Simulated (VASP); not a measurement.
Write the native input for VASP 6.6.1 that does the following.

| Quantity | Value |
| --- | --- |
| Task | single point |
| Functional | r2SCAN |
| Potentials or basis | VASP PAW PBE potentials, release 64 (Cd, S) |
| Cutoff | 520 eV |
| k mesh | 8 × 8 × 8 |
| Occupations | gaussian, width 0.05 eV |
| Spin | no spin polarisation |
| Dipole correction | no |
| Further INCAR settings | ALGO = Normal; EDIFF = 1e-07; NBANDS = 16 |

Crystal: CdS.

```
Cd S
1.0
     0.00000    2.77245    2.77245
     2.77245    0.00000    2.77245
     2.77245    2.77245    0.00000
Cd S
1 1
Direct
  0.99151 0.00849 0.00849
  0.52978 0.47022 0.47022
```

The input as run:

POSCAR

```
CdS
1.0
    0.0000000000      2.7724455593      2.7724455593
    2.7724455593      0.0000000000      2.7724455593
    2.7724455593      2.7724455593      0.0000000000
Cd S
1 1
Direct
   -0.0084923707      0.0084923707      0.0084923707
    0.5297773349      0.4702226651      0.4702226651
```

INCAR.step1

```
SYSTEM = CdS
PREC = Accurate
ENCUT = 520
ISMEAR = 0
SIGMA = 0.05
LREAL = .FALSE.
LASPH = .TRUE.
NELM = 60
NBANDS = 16
GGA = PE
ALGO = Normal
EDIFF = 1E-4
LWAVE = .TRUE.
LCHARG = .FALSE.
```

INCAR.step2

```
SYSTEM = CdS
PREC = Accurate
ENCUT = 520
EDIFF = 1E-7
ISMEAR = 0
SIGMA = 0.05
LREAL = .FALSE.
LASPH = .TRUE.
NELM = 60
ALGO = Normal
ISIF = 2
LWAVE = .FALSE.
LCHARG = .FALSE.
METAGGA = R2SCAN
LMIXTAU = .TRUE.
NBANDS = 16
ISTART = 1
```

KPOINTS

```
regular mesh
0
G
  8 8 8
  0 0 0
```

Potentials or basis: VASP PAW PBE potentials, release 64 (Cd, S).

Run with:

```console
$ cat potpaw_PBE.64/Cd/POTCAR potpaw_PBE.64/S/POTCAR > POTCAR
$ cp INCAR.step1 INCAR
$ mpirun -np 1 vasp_std > vasp.out
$ cp INCAR.step2 INCAR
$ mpirun -np 1 vasp_std > vasp.out
```

It gave:

- Pressure: -2.1 GPa
- Largest force: 0.375 eV/Å
- Band gap on the k mesh: 0.81 eV, indirect (least direct gap 1.97 eV)

Caveat: the PAW data sets were made with another functional, which shifts forces and pressure a little.

Run time: 100 s on 1 thread of Intel(R) Xeon(R) 6975P-C (Granite Rapids), on a shared host, peak memory 0.19 GiB.
